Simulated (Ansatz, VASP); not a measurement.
**One calculation of Si4O7, two programs**

```
Si O
1.0
     5.07998    0.00000    0.00000
     0.00000    5.07998    0.00000
     0.00000    0.00000    7.09148
Si O
4 7
Direct
  0.29443 0.29443 0.00000
  0.20557 0.79443 0.25000
  0.70557 0.70557 0.50000
  0.79443 0.20557 0.75000
  0.40537 0.74096 0.42483
  0.75904 0.90537 0.67483
  0.59463 0.25904 0.92483
  0.74096 0.40537 0.57517
  0.10187 0.18782 0.23714
  0.25904 0.59463 0.07517
  0.09463 0.24096 0.82517
```

Change from the starting cell: O vacancy; atom 9 moved 0.875 of the way to it and +0.900 Å across, host rigid.

Alike in both runs: task single point; functional PBE; k mesh 4 × 4 × 4; occupations gaussian, width 0.05 eV; no spin polarisation.

|  | VASP | Ansatz |
| --- | --- | --- |
| version | VASP 6.6.1 | Ansatz 0.2.0 |
| potentials or method | VASP PAW PBE potentials, release 64 (Si, O), cutoff 520 eV | scalar-relativistic, plane waves, PAW |
| valence electrons in the cell | 58 | 58 |

Ansatz gave:

```
gap on the k mesh at the Fermi level (eV)                     : 1.42
least direct gap on the mesh (eV)                             : 1.78
pressure (GPa)                                                : -4.7
traceless stress, the component that is largest in VASP (GPa) : 6.25
rms of the force components (eV/Å)                            : 1.742
```

**Question.** Which values does VASP return?

**Answer.** gap on the k mesh at the Fermi level (eV): 1.42; least direct gap on the mesh (eV): 1.78; pressure (GPa): -4.6; traceless stress, the component that is largest in VASP (GPa): 6.31; rms of the force components (eV/Å): 1.740.

Atom by atom the forces differ by 0.013 eV/Å (rms over components). The functional is the same, so the differences come from potentials, cutoffs and numerics.
